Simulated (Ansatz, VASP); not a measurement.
# One calculation of WS2, two programs

The input INCAR:

```
PREC = Accurate
ENCUT = 520
EDIFF = 1E-6
ISMEAR = 0
SIGMA = 0.05
LREAL = False
LASPH = True
NELM = 100
ALGO = Normal
ISIF = 2
LWAVE = False
LCHARG = True
GGA = PS
LELF = True
LVHAR = True
NBANDS = 20
```

KPOINTS

```
Automatic mesh
0
Gamma
  12 12 12
```

Contents of POSCAR:

```
WS2
1.0
    1.5790003843      0.9116362969      6.1633300000
   -1.5790003843      0.9116362969      6.1633300000
    0.0000000000     -1.8232725938      6.1633300000
W S
1 2
Direct
    0.0000000000      0.0000000000      0.0000000000
    0.7503000000      0.7503000000      0.7503000000
    0.5336190472      0.5336190472      0.6433119152
```

Input for Ansatz:

```yaml
crystal:
  lattice:
    - [1.5790003843, 0.9116362969, 6.16333]
    - [-1.5790003843, 0.9116362969, 6.16333]
    - [0.0, -1.8232725938, 6.16333]
  atoms:
    - { symbol: W, position: [0.0, 0.0, 0.0] }
    - { symbol: S, position: [0.7503, 0.7503, 0.7503] }
    - { symbol: S, position: [0.5336190472, 0.5336190472, 0.6433119152] }
basis:
  ecutwfc: 420
kpoints:
  mp_grid: { grid: [12, 12, 12] }
hamiltonian:
  xc: pbesol
scf:
  occupations: { method: gaussian, width: 0.05 }
output:
  forces: true
  stress: true
  eigenvalues: true
```

Alike in both runs: task single point; functional PBEsol; k mesh 12 × 12 × 12; occupations gaussian, width 0.05 eV; no spin polarisation.

|  | VASP | Ansatz |
| --- | --- | --- |
| version | VASP 6.6.1 | Ansatz 0.2.0 |
| potentials or method | VASP PAW PBE potentials, release 64 (W_sv, S), cutoff 520 eV | scalar-relativistic, plane waves, PAW |
| valence electrons in the cell | 26 | 26 |

VASP gave:

* gap on the k mesh at the Fermi level (eV): 0.65
* least direct gap on the mesh (eV): 1.64
* pressure (GPa): -8.0
* traceless stress, the component that is largest in VASP (GPa): -6.08
* rms of the force components (eV/Å): 1.418

Question: Which values does Ansatz return?

Answer: gap on the k mesh at the Fermi level (eV): 0.64; least direct gap on the mesh (eV): 1.63; pressure (GPa): -8.1; traceless stress, the component that is largest in VASP (GPa): -6.11; rms of the force components (eV/Å): 1.417.

VASP's potentials were made for PBE, not for PBEsol. Atom by atom the forces differ by 0.009 eV/Å (rms over components).

Spin-orbit coupling is off throughout.
